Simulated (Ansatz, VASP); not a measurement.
# Pt: VASP beside Ansatz

```
Pt
1.0
     2.71469    0.00000    0.00000
    -1.35729    2.35095    0.00000
     0.00000    0.00000    4.95592
Pt
2
Cartesian
  1.3574 0.7837 3.7169
  0.0000 1.5673 1.2390
```

Alike in both runs: task single point; functional revpbe exchange, lda correlation; k mesh 10 × 10 × 5; occupations fermi-dirac, width 0.15 eV; no spin polarisation.

|  | VASP | Ansatz |
| --- | --- | --- |
| version | VASP 6.6.1 | Ansatz 0.2.0 |
| potentials or method | VASP PAW PBE potentials, release 64 (Pt), cutoff 500 eV | plane waves, PAW |
| valence electrons in the cell | 20 | 36 |

VASP gave:

| Quantity | Value |
| --- | --- |
| gap on the k mesh at the Fermi level (eV) | none |
| pressure (GPa) | 23.8 |
| traceless stress, the component that is largest in VASP (GPa) | -9.13 |

Problem. Which values does Ansatz return?

Solution. gap on the k mesh at the Fermi level (eV): none; pressure (GPa): 24.2; traceless stress, the component that is largest in VASP (GPa): -9.06.

VASP's potentials were made for PBE, not for revpbe exchange, lda correlation. A gap of «none» marks a metal or a gap that the smearing closes. VASP's potentials hold 20 valence electrons a cell and Ansatz's 36, so a difference there can come from the potentials and not from the codes. Ansatz's warnings: near symmetry operations not taken, structure snapped to symmetry.

Spin-orbit coupling is off throughout.
